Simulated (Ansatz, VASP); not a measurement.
# I in VASP and in Ansatz

```
I
1.0
     2.53835   -3.70662    0.00000
     2.53835    3.70662    0.00000
    -1.62087    0.00000    2.38110
I
1
Direct
  0.50000 0.50000 0.50000
```

Alike in both runs: task relaxation of cell and atoms; functional PBE; k mesh 5 × 5 × 8; occupations fermi-dirac, width 0.05 eV; non-collinear spin, spin-orbit coupling.

|  | VASP | Ansatz |
| --- | --- | --- |
| version | VASP 6.6.1 | Ansatz 0.2.0 |
| potentials or method | VASP PAW PBE potentials, release 64 (I), cutoff 600 eV | all-electron LAPW, relativistic spinors |

```tsv
	VASP	Ansatz	Ansatz less VASP
relaxed volume (Å³/atom)	52.34	52.58	+0.239
relaxed length of the cell vector where the two differ most in proportion (Å)	5.137	5.148	+0.0108
```

Ansatz ran all-electron here, and VASP with PAW potentials.

Noted on VASP's run: the volume moved by over 15 % at a fixed basis, so the end points are rough. Noted on Ansatz's run: the k mesh is thin for a metal, which can move the energy by tens of meV per atom; the volume moved by over 15 % at a fixed basis, so the end points are rough.
